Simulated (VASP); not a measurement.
# CdS (F-43m) in VASP: settings compared

CdS is run at these levels: PBEsol, r2SCAN; tasks: single point.

Everything below comes from runs of VASP 6.6.1. Logs are shortened: lines on timing, memory, paths and dates and some standing lists are left out, and cuts for length are marked.

### Step 1. The cell of the first run

The structure is cubic, space group F-43m (No. 216). The conventional cell has a = 5.824 Å, b = 5.824 Å, c = 5.824 Å, α = 90.00°, β = 90.00°, γ = 90.00°. Cd (site symmetry -43m) has 4 S at 2.52 Å within 3.3 Å. S (site symmetry -43m) has 4 Cd at 2.52 Å within 3.3 Å.

### Step 2. Single point, PBEsol

File INCAR:

```
PREC = Accurate ; ENCUT = 500
EDIFF = 1E-6 ; ISMEAR = -1
SIGMA = 0.05 ; LREAL = F
LASPH = T ; NELM = 120
ALGO = Normal ; ISIF = 2
LWAVE = F ; LCHARG = T
GGA = PS ; LELF = T
LVHAR = T ; NBANDS = 16
GGA_COMPAT = F
```

File KPOINTS:

```
regular mesh
0
Gamma
  7 7 7
```

File POSCAR:

```
CdS
1.0
    0.0000000000      2.9122460000      2.9122460000
    2.9122460000      0.0000000000      2.9122460000
    2.9122460000      2.9122460000      0.0000000000
Cd S
1 1
Direct
    0.0000000000      0.0000000000      0.0000000000
    0.2500000000      0.2500000000      0.2500000000
```

Potentials or basis: VASP PAW PBE potentials, release 64 (Cd, S).

Run with:

```console
$ cat potpaw_PBE.64/Cd/POTCAR potpaw_PBE.64/S/POTCAR > POTCAR
$ mpirun -np 1 vasp_std > vasp.out
```

OUTCAR:

```text
PREC = Accurate
   ENCUT = 500
   EDIFF = 1E-6
   ISMEAR = -1
   LREAL = F
   LASPH = T
   NELM = 120
   ISIF = 2
   GGA = PS

 ion  position               nearest neighbor table
   1  0.000  0.000  0.000-   2 2.52   2 2.52   2 2.52   2 2.52
   2  0.250  0.250  0.250-   1 2.52   1 2.52   1 2.52   1 2.52

  LATTYP: Found a face centered cubic cell.
 ALAT       =     5.8244920000

  Lattice vectors:

 A1 = (   0.0000000000,   2.9122460000,   2.9122460000)
 A2 = (   2.9122460000,   0.0000000000,   2.9122460000)
 A3 = (   2.9122460000,   2.9122460000,   0.0000000000)

Analysis of symmetry for initial positions (statically):
=====================================================================
 Subroutine PRICEL returns:
 Original cell was already a primitive cell.

 Routine SETGRP: Setting up the symmetry group for a
 face centered cubic supercell.

 Subroutine GETGRP returns: Found 24 space group operations
 (whereof 24 operations were pure point group operations)
 out of a pool of 48 trial point group operations.

The static configuration has the point symmetry T_d .

Analysis of symmetry for dynamics (positions and initial velocities):
=====================================================================
 Subroutine PRICEL returns:
 Original cell was already a primitive cell.

 Routine SETGRP: Setting up the symmetry group for a
 face centered cubic supercell.

 Subroutine GETGRP returns: Found 24 space group operations
 (whereof 24 operations were pure point group operations)
 out of a pool of 48 trial point group operations.

The dynamic configuration has the point symmetry T_d .

 Subroutine INISYM returns: Found 24 space group operations
 (whereof 24 operations are pure point group operations),
 and found     1 'primitive' translations

----------------------------------------------------------------------------------------

                                     Primitive cell

  volume of cell :      49.3985

  direct lattice vectors                    reciprocal lattice vectors
     0.000000000  2.912246000  2.912246000    -0.171688793  0.171688793  0.171688793
     2.912246000  0.000000000  2.912246000     0.171688793 -0.171688793  0.171688793
     2.912246000  2.912246000  0.000000000     0.171688793  0.171688793 -0.171688793

  length of vectors
     4.118537790  4.118537790  4.118537790     0.297373712  0.297373712  0.297373712

[... 72 lines left out ...]
   LASPH  =      T    aspherical Exc in radial PAW
   ENCUT  =  500.0 eV  36.75 Ry    6.06 a.u.   7.51  7.51  7.51*2*pi/ulx,y,z
   NELM   =    120;   NELMIN=  2; NELMDL= -5     # of ELM steps
   EDIFF  = 0.1E-05   stopping-criterion for ELM
   LREAL  =      F    real-space projection
   EDIFFG = 0.1E-04   stopping-criterion for IOM
   NSW    =      0    number of steps for IOM
   IBRION =     -1    ionic relax: 0-MD 1-quasi-New 2-CG
   NFREE  =      0    steps in history (QN), initial steepest desc. (CG)
   ISIF   =      2    stress and relaxation
   ISYM   =      2    0-nonsym 1-usesym 2-fastsym
   POTIM  = 0.5000    time-step for ionic-motion
   TEBEG  =    0.0;   TEEND  =   0.0 temperature during run
   PSTRESS=    0.0 pullay stress
   NELECT =      18.0000    total number of electrons
   NUPDOWN=      -1.0000    fix difference up-down
   EMIN   =  10.00;   EMAX   =-10.00  energy-range for DOS
   EFERMI =   0.00;   METHOD = LEGACY
   ISMEAR =    -1;   SIGMA  =   0.05  broadening in eV -4-tet -1-fermi 0-gaus
   EFERMI_NEDOS =   21; number of points for ismear=-14 and -15
   IALGO  =     38    algorithm
   IMIX   =      4    mixing-type and parameters
     AMIX     =   0.40;   BMIX     =  1.00
     AMIX_MAG =   1.60;   BMIX_MAG =  1.00
  volume/ion in A,a.u.               =      24.70       166.68
  Fermi-wavevector in a.u.,A,eV,Ry     =   1.169304  2.209665 18.602878  1.367273
  Thomas-Fermi vector in A             =   2.305779
   LORBIT       =      0    0 simple, 1 ext, 2 COOP (PROOUT), +10 PAW based schemes
   GGA     = PS    functional components
   LHFCALC =     F    Hartree Fock is set to
   AEXX    =    0.0000 exact exchange contribution
   IVDW    =     0    specifies the selected vdW correction
   LEPSILON=     F    determine dielectric tensor
   LRPA    =     F    only Hartree local field effects (RPA)
 non-spin polarized calculation
  energy-cutoff  :      500.00
  volume of cell :       49.40
 maximum number of plane-waves:      1275
 NGX is ok and might be reduce to    30
   NGX = 15   NGY = 15   NGZ = 15

 number of electron      18.0000004 magnetization

 Free energy of the ion-electron system (eV)
  ---------------------------------------------------
  ext. energy  EPLUGINS =         0.00000000
  ---------------------------------------------------
  free energy    TOTEN  =        -6.81242874 eV

  energy without entropy =       -6.81242824  energy(sigma->0) =       -6.81242849

 E-fermi :   1.7920     XC(G=0):  -9.3986

 val. band max:        1.2507625013   @ k =   0.0000   0.0000   0.0000
 cond. band min:       2.2672852262   @ k =   0.0000   0.0000   0.0000
 fundamental gap:      1.0165227249
 Fermi energy:         1.7919997949

 k-point     1 :       0.0000    0.0000    0.0000
  band No.  band energies     occupation
      1     -11.1612      2.00000
      2      -6.4960      2.00000
      3      -6.4960      2.00000
      4      -6.4960      2.00000
      5      -6.0018      2.00000
      6      -6.0018      2.00000
[... 357 lines left out ...]
      3      -6.2295      2.00000
      4      -6.0553      2.00000
      5      -5.9844      2.00000
      6      -5.3860      2.00000
[... 8 lines left out ...]
     15      13.4935      0.00000
     16      15.2163      0.00000

------------------------ aborting loop because EDIFF is reached ----------------------------------------

  FORCE on cell =-STRESS in cart. coord.  units (eV):
  Direction    XX          YY          ZZ          XY          YZ          ZX
  --------------------------------------------------------------------------------------
  -------------------------------------------------------------------------------------
  Total        0.1201430      0.1201430      0.1201430     -0.0000000     -0.0000000     -0.0000000
  in kB        3.8966813      3.8966813      3.8966813     -0.0000000     -0.0000000     -0.0000000
  external PRESSURE =       3.8966813 kB  Pullay stress =       0.0000000 kB

 VOLUME and BASIS-vectors are now :
 -----------------------------------------------------------------------------
  energy-cutoff  :      500.00
  volume of cell :       49.40
      direct lattice vectors                 reciprocal lattice vectors
     0.000000000  2.912246000  2.912246000    -0.171688793  0.171688793  0.171688793
     2.912246000  0.000000000  2.912246000     0.171688793 -0.171688793  0.171688793
     2.912246000  2.912246000  0.000000000     0.171688793  0.171688793 -0.171688793

 POSITION                                       TOTAL-FORCE (eV/Angst)
 -----------------------------------------------------------------------------------
      0.00000      0.00000      0.00000         0.000000      0.000000      0.000000
      1.45612      1.45612      1.45612        -0.000000     -0.000000     -0.000000
 -----------------------------------------------------------------------------------
    total drift:                               -0.000000     -0.000000     -0.000000

  FREE ENERGIE OF THE ION-ELECTRON SYSTEM (eV)
  ---------------------------------------------------
  free  energy   TOTEN  =        -6.8124287434 eV

  energy  without entropy=       -6.8124282441  energy(sigma->0) =       -6.81242849
```

OSZICAR:

```text
N       E                     dE             d eps       ncg     rms          rms(c)
DAV:   1     0.943238727201E+02    0.94324E+02   -0.90714E+03   688   0.100E+03
DAV:   2    -0.370380516414E+01   -0.98028E+02   -0.92164E+02   792   0.239E+02
DAV:   3    -0.729035468335E+01   -0.35865E+01   -0.35806E+01   776   0.469E+01
DAV:   4    -0.731169707636E+01   -0.21342E-01   -0.21341E-01   824   0.356E+00
DAV:   5    -0.731197554529E+01   -0.27847E-03   -0.27847E-03   776   0.383E-01    0.787E+00
DAV:   6    -0.683504218507E+01    0.47693E+00   -0.78592E-01   976   0.122E+01    0.633E+00
DAV:   7    -0.681493144586E+01    0.20111E-01   -0.16530E-01   816   0.288E+00    0.301E+00
DAV:   8    -0.681259637779E+01    0.23351E-02   -0.17038E-02   760   0.164E+00    0.254E-01
DAV:   9    -0.681235120954E+01    0.24517E-03   -0.20114E-03   776   0.683E-01    0.531E-02
DAV:  10    -0.681238914417E+01   -0.37935E-04   -0.19522E-04   816   0.163E-01    0.580E-02
DAV:  11    -0.681243323044E+01   -0.44086E-04   -0.77044E-05   768   0.800E-02    0.229E-02
DAV:  12    -0.681242816428E+01    0.50662E-05   -0.16685E-05   880   0.522E-02    0.845E-03
DAV:  13    -0.681242874337E+01   -0.57909E-06   -0.22623E-06   768   0.867E-03
   1 F= -.68124287E+01 E0= -.68124285E+01  d E =-.499272E-06
```

stdout:

```text
POSCAR found type information on POSCAR CdS
 POSCAR found :  2 types and       2 ions
 scaLAPACK will be used
 -----------------------------------------------------------------------------
|                                                                             |
|                                                                             |
|     You enforced a specific xc type in the INCAR file but a different       |
|     I HOPE YOU KNOW WHAT YOU ARE DOING!                                     |
|                                                                             |
 -----------------------------------------------------------------------------

 LDA part: xc-table for (Slater+PW92), standard interpolation
 POSCAR, INCAR and KPOINTS ok, starting setup
 FFT: planning ... GRIDC
 FFT: planning ... GRID_SOFT
 FFT: planning ... GRID
 WAVECAR not read
 entering main loop
```

It took 18 s on 1 thread of Intel Xeon Platinum 8259CL at 2.50GHz (Skylake/Cascade Lake), shared host; peak memory 0.17 GiB.

Results:

- Free energy: -6.8124 eV
- Pressure: 0.4 GPa
- Band gap on the k mesh: 1.02 eV

Levels at points of the mesh, in eV from the valence-band top:
| k point | band 6 | band 7 | band 8 | band 9 | band 10 | band 11 | band 12 | band 13 |
| --- | --- | --- | --- | --- | --- | --- | --- | --- |
| (0.00, 0.00, 0.00) | -7.25 | 0.00 | 0.00 | 0.00 | 1.02 | 6.44 | 6.44 | 6.44 |

Caveat: the PAW data sets were made with another functional, which shifts forces and pressure a little.

### Step 3. Single point, r2SCAN

POSCAR is that of step 2.

File INCAR.step1:

```
SYSTEM = CdS
ALGO     = Normal         ! electronic algorithm
EDIFF    = 1E-5           ! SCF threshold, eV
ENCUT    = 550            ! plane-wave cutoff, eV
GGA      = PE             ! functional
GGA_COMPAT= .False.      
ISMEAR   = -1             ! smearing method
LASPH    = .True.         ! aspherical terms in the spheres
LCHARG   = .False.        ! write CHGCAR
LREAL    = .False.        ! projectors in reciprocal space
LWAVE    = .True.         ! write WAVECAR
NBANDS   = 16             ! bands
NELM     = 120            ! most SCF steps
PREC     = Accurate       ! precision mode
SIGMA    = 0.05           ! smearing width, eV
```

File INCAR.step2:

```
SYSTEM = CdS
ALGO     = Normal         ! electronic algorithm
EDIFF    = 1E-6           ! SCF threshold, eV
ENCUT    = 550            ! plane-wave cutoff, eV
GGA_COMPAT= .False.      
ISIF     = 2              ! what is computed and relaxed
ISMEAR   = -1             ! smearing method
ISTART   = 1            
LASPH    = .True.         ! aspherical terms in the spheres
LCHARG   = .False.        ! write CHGCAR
LMIXTAU  = .True.       
LREAL    = .False.        ! projectors in reciprocal space
LWAVE    = .False.        ! write WAVECAR
METAGGA  = R2SCAN         ! meta-GGA
NBANDS   = 16             ! bands
NELM     = 120            ! most SCF steps
PREC     = Accurate       ! precision mode
SIGMA    = 0.05           ! smearing width, eV
```

File KPOINTS:

```
k-points
0
Gamma
  7 7 7
  0 0 0
```

Potentials or basis: VASP PAW PBE potentials, release 64 (Cd, S).

Run with:

```console
$ cat potpaw_PBE.64/Cd/POTCAR potpaw_PBE.64/S/POTCAR > POTCAR
$ cp INCAR.step1 INCAR
$ mpirun -np 1 vasp_std > vasp.out
$ cp INCAR.step2 INCAR
$ mpirun -np 1 vasp_std > vasp.out
```

OUTCAR:

```text
SYSTEM = CdS
   EDIFF = 1E-6
   ENCUT = 550
   ISIF = 2
   ISMEAR = -1
   ISTART = 1
   LASPH = .True.
   LREAL = .False.
   METAGGA = R2SCAN
   NELM = 120
   PREC = Accurate

 ion  position               nearest neighbor table
   1  0.000  0.000  0.000-   2 2.52   2 2.52   2 2.52   2 2.52
   2  0.250  0.250  0.250-   1 2.52   1 2.52   1 2.52   1 2.52

  LATTYP: Found a face centered cubic cell.
 ALAT       =     5.8244920000

  Lattice vectors:

 A1 = (   0.0000000000,   2.9122460000,   2.9122460000)
 A2 = (   2.9122460000,   0.0000000000,   2.9122460000)
 A3 = (   2.9122460000,   2.9122460000,   0.0000000000)

Analysis of symmetry for initial positions (statically):
=====================================================================
 Subroutine PRICEL returns:
 Original cell was already a primitive cell.

 Routine SETGRP: Setting up the symmetry group for a
 face centered cubic supercell.

 Subroutine GETGRP returns: Found 24 space group operations
 (whereof 24 operations were pure point group operations)
 out of a pool of 48 trial point group operations.

The static configuration has the point symmetry T_d .

Analysis of symmetry for dynamics (positions and initial velocities):
=====================================================================
 Subroutine PRICEL returns:
 Original cell was already a primitive cell.

 Routine SETGRP: Setting up the symmetry group for a
 face centered cubic supercell.

 Subroutine GETGRP returns: Found 24 space group operations
 (whereof 24 operations were pure point group operations)
 out of a pool of 48 trial point group operations.

The dynamic configuration has the point symmetry T_d .

 Subroutine INISYM returns: Found 24 space group operations
 (whereof 24 operations are pure point group operations),
 and found     1 'primitive' translations

----------------------------------------------------------------------------------------

                                     Primitive cell

[... 102 lines left out ...]
   IALGO  =     38    algorithm
   IMIX   =      4    mixing-type and parameters
     AMIX     =   0.40;   BMIX     =  1.00
     AMIX_MAG =   1.60;   BMIX_MAG =  1.00
  volume/ion in A,a.u.               =      24.70       166.68
  Fermi-wavevector in a.u.,A,eV,Ry     =   1.169304  2.209665 18.602878  1.367273
  Thomas-Fermi vector in A             =   2.305779
   LORBIT       =      0    0 simple, 1 ext, 2 COOP (PROOUT), +10 PAW based schemes
   METAGGA = R2SCAN    functional components
   LHFCALC =     F    Hartree Fock is set to
   AEXX    =    0.0000 exact exchange contribution
   IVDW    =     0    specifies the selected vdW correction
   LEPSILON=     F    determine dielectric tensor
   LRPA    =     F    only Hartree local field effects (RPA)
 non-spin polarized calculation
  energy-cutoff  :      550.00
  volume of cell :       49.40
 maximum number of plane-waves:      1464
   NGX = 15   NGY = 15   NGZ = 15

 number of electron      18.0000004 magnetization

 Free energy of the ion-electron system (eV)
  ---------------------------------------------------
  ext. energy  EPLUGINS =         0.00000000
  ---------------------------------------------------
  free energy    TOTEN  =       -29.67523864 eV

  energy without entropy =      -29.67523863  energy(sigma->0) =      -29.67523864

 E-fermi :   1.9248     XC(G=0):  -9.7558

 val. band max:        1.0891421346   @ k =   0.0000   0.0000   0.0000
 cond. band min:       2.6917200711   @ k =   0.0000   0.0000   0.0000
 fundamental gap:      1.6025779365
 Fermi energy:         1.9247671939

 k-point     1 :       0.0000    0.0000    0.0000
  band No.  band energies     occupation
      1     -11.8156      2.00000
      2      -6.8957      2.00000
      3      -6.8957      2.00000
      4      -6.8957      2.00000
      5      -6.3749      2.00000
      6      -6.3749      2.00000
[... 357 lines left out ...]
      3      -6.6159      2.00000
      4      -6.4291      2.00000
      5      -6.3562      2.00000
      6      -5.7547      2.00000
[... 8 lines left out ...]
     15      14.0327      0.00000
     16      15.8352      0.00000

------------------------ aborting loop because EDIFF is reached ----------------------------------------

  FORCE on cell =-STRESS in cart. coord.  units (eV):
  Direction    XX          YY          ZZ          XY          YZ          ZX
  --------------------------------------------------------------------------------------
  -------------------------------------------------------------------------------------
  Total        0.6457216      0.6457216      0.6457216     -0.0000000      0.0000000      0.0000000
  in kB       20.9431367     20.9431367     20.9431367     -0.0000000      0.0000000      0.0000000
  external PRESSURE =      20.9431367 kB  Pullay stress =       0.0000000 kB

 VOLUME and BASIS-vectors are now :
 -----------------------------------------------------------------------------
  energy-cutoff  :      550.00
  volume of cell :       49.40
      direct lattice vectors                 reciprocal lattice vectors
     0.000000000  2.912246000  2.912246000    -0.171688793  0.171688793  0.171688793
     2.912246000  0.000000000  2.912246000     0.171688793 -0.171688793  0.171688793
     2.912246000  2.912246000  0.000000000     0.171688793  0.171688793 -0.171688793

 POSITION                                       TOTAL-FORCE (eV/Angst)
 -----------------------------------------------------------------------------------
      0.00000      0.00000      0.00000        -0.000000     -0.000000     -0.000000
      1.45612      1.45612      1.45612         0.000000      0.000000      0.000000
 -----------------------------------------------------------------------------------
    total drift:                                0.000000      0.000000      0.000000

  FREE ENERGIE OF THE ION-ELECTRON SYSTEM (eV)
  ---------------------------------------------------
  free  energy   TOTEN  =       -29.6752386365 eV

  energy  without entropy=      -29.6752386344  energy(sigma->0) =      -29.67523864
```

OUTCAR.step1:

```text
SYSTEM = CdS
   EDIFF = 1E-5
   ENCUT = 550
   GGA = PE
   ISMEAR = -1
   LASPH = .True.
   LREAL = .False.
[... 592 lines left out ...]
      0.00000      0.00000      0.00000         0.000000      0.000000      0.000000
      1.45612      1.45612      1.45612        -0.000000     -0.000000     -0.000000
 -----------------------------------------------------------------------------------
    total drift:                                0.000000      0.000000      0.000000

  FREE ENERGIE OF THE ION-ELECTRON SYSTEM (eV)
  ---------------------------------------------------
  free  energy   TOTEN  =        -6.1160563656 eV

  energy  without entropy=       -6.1160562288  energy(sigma->0) =       -6.11605630
```

It took 49 s on 1 thread of Intel Xeon Platinum 8259CL at 2.50GHz (Skylake/Cascade Lake), shared host; peak memory 0.19 GiB.

What came out:

```
Free energy            : -29.6752 eV
Pressure               : 2.1 GPa
Band gap on the k mesh : 1.60 eV
```

Caveat: the PAW data sets were made with another functional, which shifts forces and pressure a little.
